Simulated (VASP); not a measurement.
Write the native input for VASP 6.6.1 that does the following.

```
Task                   : relaxation of shape and atoms at fixed volume
Functional             : PBE
Potentials or basis    : VASP PAW PBE potentials, release 64 (Cd)
Cutoff                 : 600 eV
k mesh                 : 15 × 15 × 8
Occupations            : fermi-dirac, width 0.08 eV
Spin                   : no spin polarisation
Dipole correction      : no
Further INCAR settings : ALGO = Normal; EDIFF = 1e-06; IBRION = 2; EDIFFG = -0.005; NSW = 50; ISIF = 4
```

The structure of Cd lies in POSCAR:

```
Cd
1.0
    2.9108695278      0.0000000000      0.0000000000
   -1.4554347639      2.5208869581      0.0000000000
    0.0000000000      0.0000000000      4.6299986514
Cd
2
Direct
    0.3333333333      0.6666666667      0.2500000000
    0.6666666667      0.3333333333      0.7500000000
```

These files were run (other wordings do the same):

INCAR

```
ALGO = Normal
EDIFF = 1E-6
EDIFFG = -0.005
ENCUT = 600
GGA = PE
IBRION = 2
ISIF = 4
ISMEAR = -1
LASPH = True
LCHARG = False
LREAL = False
LWAVE = False
NELM = 80
NSW = 50
PREC = Accurate
SIGMA = 0.08
```

KPOINTS

```
k-points
0
Gamma
  15 15 8
```

Potentials or basis: VASP PAW PBE potentials, release 64 (Cd).

Launch:

```bash
$ cat potpaw_PBE.64/Cd/POTCAR > POTCAR
$ mpirun -np 1 vasp_std > vasp.out
```

It gave:

| Property | Result |
| --- | --- |
| Energy gained by relaxing | 2.1 meV/atom |
| Ionic steps | 4 |
| Pressure after relaxing | 28.7 GPa |
| Band gap on the k mesh | zero (bands 12 and 13 overlap by 2.49 eV) |

Wall time 2.3 min on 1 thread of Intel(R) Xeon(R) 6975P-C (Granite Rapids), on a shared host, peak memory 0.21 GiB.
